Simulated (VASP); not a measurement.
# Mo (Fm-3m) in VASP: further runs, part 2 of 2

VASP 6.6.1.

## 4. Single point, PBEsol (strained)

File INCAR:

```
SYSTEM = Mo
  PREC = Accurate
  ENCUT = 520
  EDIFF = 1E-6
  ISMEAR = 0
  SIGMA = 0.1
  LREAL = .False.
  LASPH = .True.
  NELM = 100
  ALGO = Normal
  ISIF = 2
  LWAVE = .False.
  LCHARG = .True.
  GGA = PS
  LELF = .True.
  LVHAR = .True.
  NBANDS = 13
```

File KPOINTS:

```
Automatic mesh
0
Gamma
  18 18 18
  0 0 0
```

File POSCAR:

```
Mo
1.0
    0.0000000000      1.9379464000      1.9379464000
    1.9379464000      0.0000000000      1.9379464000
    1.9379464000      1.9379464000      0.0000000000
Mo
1
Direct
    0.0000000000      0.0000000000      0.0000000000
```

Potentials or basis: VASP PAW PBE potentials, release 64 (Mo_sv).

Command:

```console
> cat potpaw_PBE.64/Mo_sv/POTCAR > POTCAR
> mpirun -np 1 vasp_std > vasp.out
```

OUTCAR:

```text
SYSTEM = Mo
   PREC = Accurate
   ENCUT = 520
   EDIFF = 1E-6
   ISMEAR = 0
   LREAL = .False.
   LASPH = .True.
   NELM = 100
   ISIF = 2
   GGA = PS

 ion  position               nearest neighbor table
   1  0.000  0.000  0.000-

  LATTYP: Found a face centered cubic cell.
 ALAT       =     3.8758928000

  Lattice vectors:

 A1 = (   0.0000000000,   1.9379464000,   1.9379464000)
 A2 = (   1.9379464000,   0.0000000000,   1.9379464000)
 A3 = (   1.9379464000,   1.9379464000,   0.0000000000)

Analysis of symmetry for initial positions (statically):
[... 33 lines left out ...]
                                     Primitive cell

  volume of cell :      14.5564

  direct lattice vectors                    reciprocal lattice vectors
     0.000000000  1.937946400  1.937946400    -0.258005072  0.258005072  0.258005072
     1.937946400  0.000000000  1.937946400     0.258005072 -0.258005072  0.258005072
     1.937946400  1.937946400  0.000000000     0.258005072  0.258005072 -0.258005072

  length of vectors
     2.740670082  2.740670082  2.740670082     0.446877893  0.446877893  0.446877893

  position of ions in fractional coordinates (direct lattice)
     0.000000000  0.000000000  0.000000000

  ion indices of the primitive-cell ions
   primitive index   ion index
                 1           1

----------------------------------------------------------------------------------------

 KPOINTS: Automatic mesh

Automatic generation of k-mesh.
 Grid dimensions read from file:
 generate k-points for:   18   18   18

 Generating k-lattice:

  Cartesian coordinates                     Fractional coordinates (reciprocal lattice)
    -0.014333615  0.014333615  0.014333615     0.055555556  0.000000000  0.000000000
     0.014333615 -0.014333615  0.014333615     0.000000000  0.055555556  0.000000000
     0.014333615  0.014333615 -0.014333615     0.000000000  0.000000000  0.055555556

  Length of vectors
     0.024826550  0.024826550  0.024826550

[... 77 lines left out ...]
   LORBIT       =      0    0 simple, 1 ext, 2 COOP (PROOUT), +10 PAW based schemes
   GGA     = PS    functional components
   LHFCALC =     F    Hartree Fock is set to
   AEXX    =    0.0000 exact exchange contribution
   IVDW    =     0    specifies the selected vdW correction
   LEPSILON=     F    determine dielectric tensor
   LRPA    =     F    only Hartree local field effects (RPA)
 non-spin polarized calculation
 Gauss-broadening in eV      SIGMA  =   0.10
  energy-cutoff  :      520.00
  volume of cell :       14.56
 maximum number of plane-waves:       403
   NGX = 11   NGY = 11   NGZ = 11

 number of electron      14.0000003 magnetization

 Free energy of the ion-electron system (eV)
  ---------------------------------------------------
  ext. energy  EPLUGINS =         0.00000000
  ---------------------------------------------------
  free energy    TOTEN  =       -11.28918097 eV

  energy without entropy =      -11.28343904  energy(sigma->0) =      -11.28631000

 E-fermi :  13.1687     XC(G=0): -13.9170

 val. band max:       13.1638433735   @ k =   0.4444   0.1111   0.0556
 cond. band min:      13.1795912478   @ k =  -0.1667   0.1111   0.0000
 fundamental gap:      0.0157478742
 Fermi energy:        13.1686949253

 k-point     1 :       0.0000    0.0000    0.0000
  band No.  band energies     occupation
      1     -47.4086      2.00000
      2     -20.5325      2.00000
      3     -20.5325      2.00000
      4     -20.5325      2.00000
      5       6.1448      2.00000
      6      12.3205      2.00000
      7      12.3205      2.00000
      8      12.3205      2.00000
      9      15.3943      0.00000
     10      15.3943      0.00000
     11      26.3001      0.00000
     12      32.0055      0.00000
     13      32.0055      0.00000
[... 354 lines left out ...]
  band No.  band energies     occupation
      1     -47.2470      2.00000
      2     -21.4079      2.00000
      3     -20.7017      2.00000
      4     -20.6216      2.00000
      5       8.1389      2.00000
      6      11.5486      2.00000
      7      12.7606      2.00000
      8      12.8735      1.99997
      9      14.9344      0.00000
     10      15.9790      0.00000
     11      27.3962      0.00000
     12      30.5584      0.00000
     13      35.2904      0.00000

 [... further k-points ...]

------------------------ aborting loop because EDIFF is reached ----------------------------------------

  FORCE on cell =-STRESS in cart. coord.  units (eV):
  Direction    XX          YY          ZZ          XY          YZ          ZX
  --------------------------------------------------------------------------------------
  -------------------------------------------------------------------------------------
  Total        1.7857398      1.7857398      1.7857398      0.0000000     -0.0000000      0.0000000
  in kB      196.5501959    196.5501959    196.5501959      0.0000000     -0.0000000      0.0000000
  external PRESSURE =     196.5501959 kB  Pullay stress =       0.0000000 kB

 VOLUME and BASIS-vectors are now :
 -----------------------------------------------------------------------------
  energy-cutoff  :      520.00
  volume of cell :       14.56
      direct lattice vectors                 reciprocal lattice vectors
     0.000000000  1.937946400  1.937946400    -0.258005072  0.258005072  0.258005072
     1.937946400  0.000000000  1.937946400     0.258005072 -0.258005072  0.258005072
     1.937946400  1.937946400  0.000000000     0.258005072  0.258005072 -0.258005072

 POSITION                                       TOTAL-FORCE (eV/Angst)
 -----------------------------------------------------------------------------------
      0.00000      0.00000      0.00000         0.000000      0.000000      0.000000
 -----------------------------------------------------------------------------------
    total drift:                                0.000000      0.000000      0.000000

  FREE ENERGIE OF THE ION-ELECTRON SYSTEM (eV)
  ---------------------------------------------------
  free  energy   TOTEN  =       -11.2891809666 eV

  energy  without entropy=      -11.2834390394  energy(sigma->0) =      -11.28631000
```

stdout:

```text
POSCAR found type information on POSCAR Mo
 POSCAR found :  1 types and       1 ions
 scaLAPACK will be used
 -----------------------------------------------------------------------------
|                                                                             |
|                                                                             |
|     You enforced a specific xc type in the INCAR file but a different       |
|     I HOPE YOU KNOW WHAT YOU ARE DOING!                                     |
|                                                                             |
 -----------------------------------------------------------------------------

 LDA part: xc-table for (Slater+PW92), standard interpolation
 POSCAR, INCAR and KPOINTS ok, starting setup
 FFT: planning ... GRIDC
 FFT: planning ... GRID_SOFT
 FFT: planning ... GRID
 WAVECAR not read
 entering main loop
```

It took 21 s on 1 thread of Intel Xeon Platinum 8488C (Sapphire Rapids), shared host; peak memory 0.15 GiB.

What came out:

- Free energy: -11.2892 eV
- Pressure: 19.7 GPa
- Band gap on the k mesh: zero (band 7 reaches 17.75 eV, above the bottom of band 8 at 12.32 eV)

Caveat: the cell differs from its parent crystal (strained); the PAW data sets were made with another functional, which shifts forces and pressure a little.

## 5. Single point, r2SCAN (functional r2SCAN, strained)

File POSCAR:

```
Mo
1.0
    0.0000000000      1.9873945000      1.9873945000
    1.9873945000      0.0000000000      1.9873945000
    1.9873945000      1.9873945000      0.0000000000
Mo
1
Direct
    0.0000000000      0.0000000000      0.0000000000
```

File INCAR.step1:

```
PREC = Accurate
ENCUT = 520
ISMEAR = 0
SIGMA = 0.1
LREAL = F
LASPH = T
NELM = 60
NBANDS = 13
GGA = PE
ALGO = Normal
EDIFF = 1E-4
LWAVE = T
LCHARG = F
```

File INCAR.step2:

```
PREC = Accurate
ENCUT = 520
EDIFF = 1E-7
ISMEAR = 0
SIGMA = 0.1
LREAL = F
LASPH = T
NELM = 60
ALGO = Normal
ISIF = 2
LWAVE = F
LCHARG = F
METAGGA = R2SCAN
LMIXTAU = T
NBANDS = 13
ISTART = 1
```

File KPOINTS:

```
Automatic mesh
0
Gamma
  18 18 18
```

Potentials or basis: VASP PAW PBE potentials, release 64 (Mo_sv).

Command:

```console
> cat potpaw_PBE.64/Mo_sv/POTCAR > POTCAR
> cp INCAR.step1 INCAR
> mpirun -np 1 vasp_std > vasp.out
> cp INCAR.step2 INCAR
> mpirun -np 1 vasp_std > vasp.out
```

OUTCAR:

```text
PREC = Accurate
   ENCUT = 520
   EDIFF = 1E-7
   ISMEAR = 0
   LREAL = F
   LASPH = T
   NELM = 60
   ISIF = 2
   METAGGA = R2SCAN
   ISTART = 1

 ion  position               nearest neighbor table
   1  0.000  0.000  0.000-

  LATTYP: Found a face centered cubic cell.
 ALAT       =     3.9747890000

  Lattice vectors:

 A1 = (   0.0000000000,   1.9873945000,   1.9873945000)
 A2 = (   1.9873945000,   0.0000000000,   1.9873945000)
 A3 = (   1.9873945000,   1.9873945000,   0.0000000000)

Analysis of symmetry for initial positions (statically):
[... 33 lines left out ...]
                                     Primitive cell

  volume of cell :      15.6994

  direct lattice vectors                    reciprocal lattice vectors
     0.000000000  1.987394500  1.987394500    -0.251585682  0.251585682  0.251585682
     1.987394500  0.000000000  1.987394500     0.251585682 -0.251585682  0.251585682
     1.987394500  1.987394500  0.000000000     0.251585682  0.251585682 -0.251585682

  length of vectors
     2.810600256  2.810600256  2.810600256     0.435759183  0.435759183  0.435759183

  position of ions in fractional coordinates (direct lattice)
     0.000000000  0.000000000  0.000000000

  ion indices of the primitive-cell ions
   primitive index   ion index
                 1           1

----------------------------------------------------------------------------------------

 KPOINTS: Automatic mesh

Automatic generation of k-mesh.
 Grid dimensions read from file:
 generate k-points for:   18   18   18

 Generating k-lattice:

  Cartesian coordinates                     Fractional coordinates (reciprocal lattice)
    -0.013976982  0.013976982  0.013976982     0.055555556  0.000000000  0.000000000
     0.013976982 -0.013976982  0.013976982     0.000000000  0.055555556  0.000000000
     0.013976982  0.013976982 -0.013976982     0.000000000  0.000000000  0.055555556

  Length of vectors
     0.024208844  0.024208844  0.024208844

  Shift w.r.t. Gamma in fractional coordinates (k-lattice)
     0.000000000  0.000000000  0.000000000

 Subroutine IBZKPT returns following result:
 ===========================================

 Found    195 irreducible k-points:

 Following reciprocal coordinates:
            Coordinates               Weight
  0.000000  0.000000  0.000000      1.000000
  0.055556  0.000000  0.000000      8.000000
  0.111111  0.000000  0.000000      8.000000
  0.166667  0.000000  0.000000      8.000000
  0.222222  0.000000  0.000000      8.000000
  0.277778  0.000000  0.000000      8.000000
[... 16 lines left out ...]
 -0.277778  0.055556  0.000000     24.000000
 -0.222222  0.055556  0.000000     24.000000
 [... further k-points ...]
   k-points           NKPTS =    195   k-points in BZ     NKDIM =    195   number of bands    NBANDS=     13
   number of dos      NEDOS =    301   number of ions     NIONS =      1
   total plane-waves  NPLWV =  13824
   dimension x,y,z NGX =    24 NGY =   24 NGZ =   24
   dimension x,y,z NGXF=    48 NGYF=   48 NGZF=   48
   ions per type =               1
   NGX,Y,Z   is equivalent  to a cutoff of  14.20, 14.20, 14.20 a.u.
   NGXF,Y,Z  is equivalent  to a cutoff of  28.39, 28.39, 28.39 a.u.
 SYSTEM =  unknown system
   PREC   = accura    normal or accurate (medium, high low for compatibility)
   ISTART =      1    job   : 0-new  1-cont  2-samecut
   ICHARG =      0    charge: 1-file 2-atom 10-const
   ISPIN  =      1    spin polarized calculation?
   LNONCOLLINEAR =      F non collinear calculations
   LSORBIT =      F    spin-orbit coupling
   LASPH  =      T    aspherical Exc in radial PAW
   ENCUT  =  520.0 eV  38.22 Ry    6.18 a.u.   5.23  5.23  5.23*2*pi/ulx,y,z
   NELM   =     60;   NELMIN=  2; NELMDL=  0     # of ELM steps
   EDIFF  = 0.1E-06   stopping-criterion for ELM
   LREAL  =      F    real-space projection
   EDIFFG = 0.1E-05   stopping-criterion for IOM
   NSW    =      0    number of steps for IOM
   IBRION =     -1    ionic relax: 0-MD 1-quasi-New 2-CG
   NFREE  =      0    steps in history (QN), initial steepest desc. (CG)
   ISIF   =      2    stress and relaxation
   ISYM   =      2    0-nonsym 1-usesym 2-fastsym
   POTIM  = 0.5000    time-step for ionic-motion
   TEBEG  =    0.0;   TEEND  =   0.0 temperature during run
   PSTRESS=    0.0 pullay stress
   NELECT =      14.0000    total number of electrons
   NUPDOWN=      -1.0000    fix difference up-down
   EMIN   =  10.00;   EMAX   =-10.00  energy-range for DOS
   EFERMI =   0.00;   METHOD = LEGACY
   ISMEAR =     0;   SIGMA  =   0.10  broadening in eV -4-tet -1-fermi 0-gaus
   EFERMI_NEDOS =   21; number of points for ismear=-14 and -15
   IALGO  =     38    algorithm
   IMIX   =      4    mixing-type and parameters
     AMIX     =   0.40;   BMIX     =  1.00
     AMIX_MAG =   1.60;   BMIX_MAG =  1.00
  volume/ion in A,a.u.               =      15.70       105.94
  Fermi-wavevector in a.u.,A,eV,Ry     =   1.575760  2.977755 33.783536  2.483020
  Thomas-Fermi vector in A             =   2.676695
   LORBIT       =      0    0 simple, 1 ext, 2 COOP (PROOUT), +10 PAW based schemes
   METAGGA = R2SCAN    functional components
   LHFCALC =     F    Hartree Fock is set to
   AEXX    =    0.0000 exact exchange contribution
   IVDW    =     0    specifies the selected vdW correction
   LEPSILON=     F    determine dielectric tensor
   LRPA    =     F    only Hartree local field effects (RPA)
 non-spin polarized calculation
 Gauss-broadening in eV      SIGMA  =   0.10
  energy-cutoff  :      520.00
  volume of cell :       15.70
 maximum number of plane-waves:       444
 NGX is ok and might be reduce to    24
   NGX = 11   NGY = 11   NGZ = 11

 number of electron      13.9999999 magnetization

 Free energy of the ion-electron system (eV)
  ---------------------------------------------------
  ext. energy  EPLUGINS =         0.00000000
  ---------------------------------------------------
  free energy    TOTEN  =       -25.59691605 eV

  energy without entropy =      -25.59112101  energy(sigma->0) =      -25.59401853

 E-fermi :  12.0506     XC(G=0): -14.5849

 val. band max:       12.0276268984   @ k =  -0.4444   0.1667   0.0000
 cond. band min:      12.0687787225   @ k =   0.2778   0.1111   0.0556
 fundamental gap:      0.0411518241
 Fermi energy:        12.0505841781

 k-point     1 :       0.0000    0.0000    0.0000
  band No.  band energies     occupation
      1     -50.5854      2.00000
      2     -23.0954      2.00000
      3     -23.0954      2.00000
      4     -23.0954      2.00000
      5       4.8545      2.00000
      6      11.2747      2.00000
      7      11.2747      2.00000
      8      11.2747      2.00000
      9      14.2810      0.00000
     10      14.2810      0.00000
     11      25.6544      0.00000
     12      31.5073      0.00000
     13      31.5074      0.00000

 k-point     2 :       0.0556    0.0000    0.0000
  band No.  band energies     occupation
      1     -50.5774      2.00000
      2     -23.1435      2.00000
      3     -23.1013      2.00000
      4     -23.1013      2.00000
      5       4.9907      2.00000
      6      11.1775      2.00000
      7      11.3366      2.00000
      8      11.3366      2.00000
      9      14.2294      0.00000
     10      14.2294      0.00000
     11      25.9197      0.00000
     12      30.8791      0.00000
     13      31.7496      0.00000

 k-point     3 :       0.1111    0.0000    0.0000
  band No.  band energies     occupation
      1     -50.5544      2.00000
      2     -23.2810      2.00000
      3     -23.1183      2.00000
      4     -23.1183      2.00000
      5       5.3795      2.00000
      6      10.9307      2.00000
      7      11.4990      2.00000
      8      11.4990      2.00000
      9      14.1121      0.00000
     10      14.1121      0.00000
     11      26.6405      0.00000
     12      29.6441      0.00000
     13      32.4540      0.00000
[... 305 lines left out ...]
 k-point    23 :      -0.2778    0.0556    0.0000
  band No.  band energies     occupation
      1     -50.4079      2.00000
      2     -24.0761      2.00000
      3     -23.2720      2.00000
      4     -23.2054      2.00000
      5       7.2356      2.00000
      6      10.8149      2.00000
      7      11.5558      2.00000
      8      11.6990      2.00000
      9      14.3330      0.00000
     10      15.3477      0.00000
     11      25.7867      0.00000
     12      29.2425      0.00000
     13      34.9517      0.00000

 k-point    24 :      -0.2222    0.0556    0.0000
  band No.  band energies     occupation
      1     -50.4541      2.00000
      2     -23.8280      2.00000
      3     -23.2374      2.00000
      4     -23.1711      2.00000
      5       6.8729      2.00000
      6      10.4318      2.00000
      7      11.7283      1.99999
      8      11.8421      1.99681
      9      13.8357      0.00000
     10      14.7895      0.00000
     11      26.6909      0.00000
     12      29.3848      0.00000
     13      34.4599      0.00000

 [... further k-points ...]

------------------------ aborting loop because EDIFF is reached ----------------------------------------

  FORCE on cell =-STRESS in cart. coord.  units (eV):
  Direction    XX          YY          ZZ          XY          YZ          ZX
  --------------------------------------------------------------------------------------
  -------------------------------------------------------------------------------------
  Total        0.3394053      0.3394053      0.3394053     -0.0000000      0.0000000      0.0000000
  in kB       34.6375372     34.6375372     34.6375372     -0.0000000      0.0000000      0.0000000
  external PRESSURE =      34.6375372 kB  Pullay stress =       0.0000000 kB

 VOLUME and BASIS-vectors are now :
 -----------------------------------------------------------------------------
  energy-cutoff  :      520.00
  volume of cell :       15.70
      direct lattice vectors                 reciprocal lattice vectors
     0.000000000  1.987394500  1.987394500    -0.251585682  0.251585682  0.251585682
     1.987394500  0.000000000  1.987394500     0.251585682 -0.251585682  0.251585682
     1.987394500  1.987394500  0.000000000     0.251585682  0.251585682 -0.251585682

 POSITION                                       TOTAL-FORCE (eV/Angst)
 -----------------------------------------------------------------------------------
      0.00000      0.00000      0.00000         0.000000      0.000000      0.000000
 -----------------------------------------------------------------------------------
    total drift:                                0.000000      0.000000      0.000000

  FREE ENERGIE OF THE ION-ELECTRON SYSTEM (eV)
  ---------------------------------------------------
  free  energy   TOTEN  =       -25.5969160549 eV

  energy  without entropy=      -25.5911210059  energy(sigma->0) =      -25.59401853
```

OUTCAR.step1:

```text
PREC = Accurate
   ENCUT = 520
   ISMEAR = 0
   LREAL = F
   LASPH = T
[... 600 lines left out ...]

 POSITION                                       TOTAL-FORCE (eV/Angst)
 -----------------------------------------------------------------------------------
      0.00000      0.00000      0.00000         0.000000      0.000000      0.000000
 -----------------------------------------------------------------------------------
    total drift:                                0.000000      0.000000     -0.000000

  FREE ENERGIE OF THE ION-ELECTRON SYSTEM (eV)
  ---------------------------------------------------
  free  energy   TOTEN  =       -10.5098758905 eV

  energy  without entropy=      -10.5037414924  energy(sigma->0) =      -10.50680869
```

It took 87 s on 1 thread of Intel Xeon Platinum 8488C (Sapphire Rapids), shared host; peak memory 0.17 GiB.

Results:

- Free energy: -25.5969 eV
- Pressure: 3.5 GPa
- Band gap on the k mesh: zero (band 7 reaches 16.31 eV, above the bottom of band 8 at 11.27 eV)

Caveat: the cell differs from its parent crystal (functional r2SCAN, strained); the PAW data sets were made with another functional, which shifts forces and pressure a little.

## 6. The runs side by side

```tsv
level	cell	k mesh	gap on the mesh (eV)	pressure (GPa)
PBEsol	a = 2.850 Å, angles 60.0°, 1 atom	8 × 8 × 8	none	-11.5
PBEsol	a = 2.850 Å, angles 60.0°, 1 atom	16 × 16 × 16	none	-11.5
PBEsol	a = 2.741 Å, angles 60.0°, 1 atom	18 × 18 × 18	none	19.7
r2SCAN	a = 2.811 Å, angles 60.0°, 1 atom	18 × 18 × 18	none	3.5
```

Alike in all rows: task single point; potentials or basis VASP PAW PBE potentials, release 64 (Mo_sv); no spin polarisation; cutoff (eV) 520; smearing gaussian 0.1 eV.

Caveats: the PAW data sets were made with another functional, which shifts forces and pressure a little.

Total energies depend on the potentials used, so only differences within one code and one set of settings carry meaning.
